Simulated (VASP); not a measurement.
# W (R-3m) in VASP: a series of runs, part 3 of 3

VASP 6.6.1. The steps go on from the part before.

## (4) Single point, LDA (13.57 Å³/atom)

Contents of INCAR:

```
SYSTEM = W
  PREC = Accurate
  ENCUT = 520
  EDIFF = 1E-6
  ISMEAR = 0
  SIGMA = 0.15
  LREAL = .FALSE.
  LASPH = .TRUE.
  NELM = 100
  ALGO = Fast
  ISIF = 2
  LWAVE = .FALSE.
  LCHARG = .FALSE.
  GGA = CA
  NBANDS = 13
```

Contents of KPOINTS:

```
Automatic mesh
0
G
  22 22 22
  0 0 0
```

Contents of POSCAR:

```
W
1.0
   -1.1027968855      1.5302239315      1.5302239315
    1.5302239315     -1.1027968855      1.5302239315
    1.5302239315      1.5302239315     -1.1027968855
W
1
Direct
    0.0000000000      0.0000000000      0.0000000000
```

Potentials or basis: VASP PAW LDA potentials, release 64 (W_sv).

On the command line:

```bash
$ cat potpaw_LDA.64/W_sv/POTCAR > POTCAR
$ mpirun -np 1 vasp_std > vasp.out
```

OUTCAR:

```text
SYSTEM = W
   PREC = Accurate
   ENCUT = 520
   EDIFF = 1E-6
   ISMEAR = 0
   LREAL = .FALSE.
   LASPH = .TRUE.
   NELM = 100
   ISIF = 2
   GGA = CA

 ion  position               nearest neighbor table
   1  0.000  0.000  0.000-

  LATTYP: Found a trigonal (rhomboedric) cell.
 ALAT       =     2.4288539544
 COS(alpha) =    -0.1751837620

  Lattice vectors:

 A1 = (  -1.1027968855,   1.5302239315,   1.5302239315)
 A2 = (   1.5302239315,  -1.1027968855,   1.5302239315)
 A3 = (   1.5302239315,   1.5302239315,  -1.1027968855)

Analysis of symmetry for initial positions (statically):
=====================================================================
 Subroutine PRICEL returns:
 Original cell was already a primitive cell.

 Routine SETGRP: Setting up the symmetry group for a
 trigonal (rhombohedral) supercell.

 Subroutine GETGRP returns: Found 12 space group operations
 (whereof 12 operations were pure point group operations)
 out of a pool of 12 trial point group operations.

[... 166 lines left out ...]
 Fermi energy:        13.8938578126

 k-point     1 :       0.0000    0.0000    0.0000
  band No.  band energies     occupation
      1     -60.0254      2.00000
      2     -23.6379      2.00000
      3     -23.0951      2.00000
      4     -23.0951      2.00000
      5       3.5724      2.00000
      6       8.4746      2.00000
      7       8.4746      2.00000
      8      17.7230      0.00000
      9      19.1157      0.00000
     10      19.1157      0.00000
     11      28.4352      0.00000
     12      28.4352      0.00000
     13      35.1170      0.00000
[... 354 lines left out ...]
  band No.  band energies     occupation
      1     -59.7477      2.00000
      2     -25.9438      2.00000
      3     -23.3292      2.00000
      4     -22.9589      2.00000
      5       7.1629      2.00000
      6       8.8905      2.00000
      7      12.6923      2.00000
      8      16.4259      0.00000
      9      16.9334      0.00000
     10      19.3944      0.00000
     11      26.9963      0.00000
     12      28.8703      0.00000
     13      35.1262      0.00000

 [... further k-points ...]

------------------------ aborting loop because EDIFF is reached ----------------------------------------

  FORCE on cell =-STRESS in cart. coord.  units (eV):
  Direction    XX          YY          ZZ          XY          YZ          ZX
  --------------------------------------------------------------------------------------
  -------------------------------------------------------------------------------------
  Total        7.3513646      7.3513646      7.3513646     -2.3750912     -2.3750912     -2.3750912
  in kB      867.8300710    867.8300710    867.8300710   -280.3799894   -280.3799894   -280.3799894
  external PRESSURE =     867.8300710 kB  Pullay stress =       0.0000000 kB

 VOLUME and BASIS-vectors are now :
 -----------------------------------------------------------------------------
  energy-cutoff  :      520.00
  volume of cell :       13.57
      direct lattice vectors                 reciprocal lattice vectors
    -1.102796886  1.530223931  1.530223931    -0.082922510  0.296869398  0.296869398
     1.530223931 -1.102796886  1.530223931     0.296869398 -0.082922510  0.296869398
     1.530223931  1.530223931 -1.102796886     0.296869398  0.296869398 -0.082922510

 POSITION                                       TOTAL-FORCE (eV/Angst)
 -----------------------------------------------------------------------------------
      0.00000      0.00000      0.00000        -0.000000      0.000000      0.000000
 -----------------------------------------------------------------------------------
    total drift:                                0.000000     -0.000000     -0.000000

  FREE ENERGIE OF THE ION-ELECTRON SYSTEM (eV)
  ---------------------------------------------------
  free  energy   TOTEN  =       -12.4785892296 eV

  energy  without entropy=      -12.4737295292  energy(sigma->0) =      -12.47615938
```

OSZICAR:

```text
N       E                     dE             d eps       ncg     rms          rms(c)
DAV:   1     0.850096587406E+02    0.85010E+02   -0.74646E+03 26859   0.125E+03
DAV:   2    -0.113248031103E+02   -0.96334E+02   -0.92063E+02 29504   0.320E+02
DAV:   3    -0.128858792503E+02   -0.15611E+01   -0.15567E+01 29979   0.397E+01
DAV:   4    -0.128911526895E+02   -0.52734E-02   -0.52733E-02 29679   0.254E+00
DAV:   5    -0.128911885955E+02   -0.35906E-04   -0.35908E-04 30524   0.198E-01    0.296E+01
RMM:   6    -0.125840870811E+02    0.30710E+00   -0.16009E-01 28565   0.381E+00    0.146E+01
RMM:   7    -0.124814495096E+02    0.10264E+00   -0.14298E-01 29773   0.369E+00    0.414E-01
RMM:   8    -0.124785071143E+02    0.29424E-02   -0.85119E-03 32984   0.109E+00    0.105E-01
RMM:   9    -0.124785765955E+02   -0.69481E-04   -0.12143E-03 32561   0.446E-01    0.641E-02
RMM:  10    -0.124785867372E+02   -0.10142E-04   -0.15851E-04 35722   0.162E-01    0.208E-02
RMM:  11    -0.124785883907E+02   -0.16535E-05   -0.42664E-05 33517   0.817E-02    0.446E-03
RMM:  12    -0.124785892296E+02   -0.83890E-06   -0.89290E-06 28994   0.364E-02
   1 F= -.12478589E+02 E0= -.12476159E+02  d E =-.485970E-02
```

Run time: 60 s. Hardware: 1 thread of Intel Xeon 6975P-C (Granite Rapids), shared host; peak memory 0.26 GiB.

What came out:

```yaml
Free_energy: -12.4786 eV
Pressure: 86.8 GPa
Band_gap_on_the_k_mesh: zero (bands 7 and 8 overlap by 4.04 eV)
```

Caveat: the cell stands under pressure; spin-orbit coupling is left out, which moves the levels of the heavy elements.

## (5) Single point, LDA (13.57 Å³/atom)

Contents of INCAR:

```
ALGO = Fast
EDIFF = 1E-6
ENCUT = 520
ISIF = 2
ISMEAR = 0
LASPH = True
LCHARG = False
LREAL = False
LWAVE = False
NBANDS = 13
NELM = 80
PREC = Accurate
SIGMA = 0.15
```

Contents of KPOINTS:

```
k-points
0
Gamma
  22 22 22
```

Contents of POSCAR:

```
W
1.0
   -2.1063074146      1.5584292789      1.5584292789
    1.5584292789     -2.1063074146      1.5584292789
    1.5584292789      1.5584292789     -2.1063074146
W
1
Direct
    0.0000000000      0.0000000000      0.0000000000
```

On the command line:

```bash
$ cat potpaw_LDA.64/W_sv/POTCAR > POTCAR
$ mpirun -np 1 vasp_std > vasp.out
```

Run time: 1.8 min. Hardware: 1 thread of Intel Xeon 6975P-C (Granite Rapids), shared host; peak memory 0.27 GiB.

Results (log left out):

| Property | Result |
| --- | --- |
| Free energy | -2.8629 eV |
| Pressure | 307.6 GPa |
| Band gap on the k mesh | zero (bands 7 and 8 overlap by 8.09 eV) |

Stress tensor (GPa, compression positive):
```
307.63 306.70 306.70
306.70 307.63 306.70
306.70 306.70 307.63
```

Levels at points of the mesh, in eV from the Fermi level:
```tsv
k point	band 4	band 5	band 6	band 7	band 8	band 9	band 10	band 11
(0.00, 0.00, 0.00)	-31.05	-11.33	-5.62	-4.43	-4.43	8.46	14.06	14.06
(0.50, 0.00, 0.00)	-36.68	-9.87	-8.72	2.07	2.61	5.53	5.98	11.69
(0.50, 0.50, 0.00)	-31.07	-8.64	-6.35	-1.63	0.38	4.48	9.75	14.17
(0.50, 0.50, 0.50)	-36.91	-10.06	-10.06	3.66	3.66	9.72	9.89	9.89
```

Caveat: atoms lie so close that the PAW spheres overlap strongly, which falsifies energies and pressures; the cell stands under pressure; spin-orbit coupling is left out, which moves the levels of the heavy elements.

## (6) Summary

| cell | further INCAR settings | gap on the mesh (eV) | pressure (GPa) |
| --- | --- | --- | --- |
| a = 2.391 Å, angles 86.0°, 1 atom | ALGO = Fast; EDIFF = 1e-07; NBANDS = 13 | none | 102.1 |
| a = 2.879 Å, angles 114.8°, 1 atom | ALGO = Fast; EDIFF = 1e-06; NBANDS = 13 | none | 149.2 |
| a = 2.429 Å, angles 100.1°, 1 atom | ALGO = Fast; EDIFF = 1e-06; NBANDS = 13 | none | 86.8 |
| a = 3.049 Å, angles 116.4°, 1 atom | ALGO = Fast; EDIFF = 1e-06; NBANDS = 13 | none | 307.6 |

Alike in all rows: task single point; level LDA; potentials or basis VASP PAW LDA potentials, release 64 (W_sv); no spin polarisation; k mesh 22 × 22 × 22; cutoff (eV) 520; smearing gaussian 0.15 eV.

Caveats: the cell stands under pressure; spin-orbit coupling is left out, which moves the levels of the heavy elements; atoms lie so close that the PAW spheres overlap strongly, which falsifies energies and pressures (at least some runs).

Total energies depend on the potentials used, so only differences within one code and one set of settings carry meaning.
